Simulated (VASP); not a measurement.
## Al4NiPd3: single point with PBE

The system is Al4NiPd3.

```xyz
8
Lattice="-3.0373 3.0373 3.0373 3.0373 -3.0373 3.0373 3.0373 3.0373 -3.0373" Properties=species:S:1:pos:R:3 pbc="T T T"
Al    1.5187    1.5187    1.5187
Al    1.5187   -1.5187    1.5187
Al   -1.5187    1.5187    1.5187
Al    1.5187    1.5187   -1.5187
Ni    0.0000    0.0000    0.0000
Pd    0.0000    3.0373    0.0000
Pd    3.0373    0.0000    0.0000
Pd    0.0000    0.0000    3.0373
```

- Program: VASP 6.6.1
- Task: single point
- Functional: PBE
- Potentials or basis: VASP PAW PBE potentials, release 64 (Al, Ni, Pd)
- Cutoff: 520 eV
- k mesh: 10 × 10 × 10
- Occupations: gaussian, width 0.1 eV
- Spin: no spin polarisation
- Dipole correction: no
- Further INCAR settings: ALGO = Fast; EDIFF = 1e-06; NBANDS = 36

```yaml
Pressure: 0.0 GPa
Band_gap_on_the_k_mesh: zero (band 26 reaches 11.83 eV, above the bottom of band 27 at 8.89 eV)
```

Levels at points of the mesh, in eV from the Fermi level:
```csv
k point,band 22,band 23,band 24,band 25,band 26,band 27,band 28,band 29,band 30,band 31
"(0.00, 0.00, 0.00)",-1.87,-1.74,-1.74,-1.74,-1.22,-1.22,1.72,2.03,2.03,2.49
"(0.50, 0.00, 0.00)",-1.93,-1.67,-1.15,-0.80,-0.61,0.99,1.15,2.31,2.82,4.69
"(0.50, 0.50, 0.50)",-1.55,-1.55,-1.07,-0.71,-0.71,1.60,2.32,2.32,2.32,4.81
```

Wall time 4 min on 1 thread of Intel Xeon 6975P-C (shared host), peak memory 0.36 GiB.

Spin polarisation is off, so any magnetic state and its effect on volume and gap are missing.
